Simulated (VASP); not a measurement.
Input of a VASP 6.6.1 run:

Contents of INCAR:

```
SYSTEM = Be
PREC     = Accurate       ! precision mode
ENCUT    = 520            ! plane-wave cutoff, eV
EDIFF    = 1E-6           ! SCF threshold, eV
ISMEAR   = -1             ! smearing method
SIGMA    = 0.15           ! smearing width, eV
LREAL    = .FALSE.        ! projectors in reciprocal space
LASPH    = .TRUE.         ! aspherical terms in the spheres
NELM     = 80             ! most SCF steps
ALGO     = Normal         ! electronic algorithm
ISIF     = 2              ! what is computed and relaxed
LWAVE    = .FALSE.        ! write WAVECAR
LCHARG   = .FALSE.        ! write CHGCAR
NBANDS   = 7              ! bands
```

Contents of KPOINTS:

```
regular mesh
0
G
  17 17 17
  0 0 0
```

File POSCAR:

```
Be
1.0
   -1.2531210000      1.2531210000      1.2531210000
    1.2531210000     -1.2531210000      1.2531210000
    1.2531210000      1.2531210000     -1.2531210000
Be
1
Direct
    0.0000000000      0.0000000000      0.0000000000
```

Potentials or basis: VASP PAW LDA potentials, release 64 (Be).

Launch:

```bash
$ cat potpaw_LDA.64/Be/POTCAR > POTCAR
$ mpirun -np 1 vasp_std > vasp.out
```

Task: Estimate the pressure.

Result: -5.9 GPa.

Task: Estimate the band gap on the k mesh.

Result: Zero (band 1 reaches 10.82 eV, above the bottom of band 2 at 6.39 eV).
